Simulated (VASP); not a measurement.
Write the native input for VASP 6.6.1 that does the following.

| Quantity | Value |
| --- | --- |
| Task | relaxation of cell and atoms |
| Functional | PBE |
| Dispersion | D3(BJ) |
| Potentials or basis | VASP PAW PBE potentials, release 64 (Zn, Se) |
| Cutoff | 600 eV |
| k mesh | 7 × 7 × 7 |
| Occupations | gaussian, width 0.01 eV |
| Spin | no spin polarisation |
| Dipole correction | no |
| Further INCAR settings | ALGO = Normal; EDIFF = 1e-06; IBRION = 2; EDIFFG = -0.01; NSW = 80; ISIF = 3 |

The structure of ZnSe (Stilleite) lies in POSCAR:

```
ZnSe
1.0
    0.0000000000      2.8338000000      2.8338000000
    2.8338000000      0.0000000000      2.8338000000
    2.8338000000      2.8338000000      0.0000000000
Zn Se
1 1
Direct
    0.0000000000      0.0000000000      0.0000000000
    0.2500000000      0.2500000000      0.2500000000
```

These files were run (other wordings do the same):

INCAR

```
PREC = Accurate ; ENCUT = 600
EDIFF = 1E-6 ; ISMEAR = 0
SIGMA = 0.01 ; LREAL = False
LASPH = True ; NELM = 80
ALGO = Normal ; ISIF = 3
LWAVE = False ; LCHARG = False
GGA = PE ; IVDW = 12
IBRION = 2 ; NSW = 80
EDIFFG = -0.01
```

KPOINTS

```
Automatic mesh
0
Gamma
  7 7 7
```

Potentials or basis: VASP PAW PBE potentials, release 64 (Zn, Se).

Launch:

```bash
$ cat potpaw_PBE.64/Zn/POTCAR potpaw_PBE.64/Se/POTCAR > POTCAR
$ mpirun -np 1 vasp_std > vasp.out
```

It gave:

```json
{
  "Relaxed volume": "22.67 Å³/atom",
  "Relaxed cell": "a = 4.003 Å, b = 4.003 Å, c = 4.003 Å, α = 60.00°, β = 60.00°, γ = 60.00°",
  "Space group after relaxing (to 0.05 Å)": "F-43m (No. 216)",
  "Energy gained by relaxing": "0.0 meV/atom",
  "Ionic steps": "2",
  "Pressure after relaxing": "0.0 GPa",
  "Band gap on the k mesh": "1.30 eV, direct",
  "Dispersion energy per atom": "-0.324 eV"
}
```

Wall time 19 s on 1 thread of Intel(R) Xeon(R) 6975P-C (Granite Rapids), with other jobs on the host, peak memory 0.2 GiB.
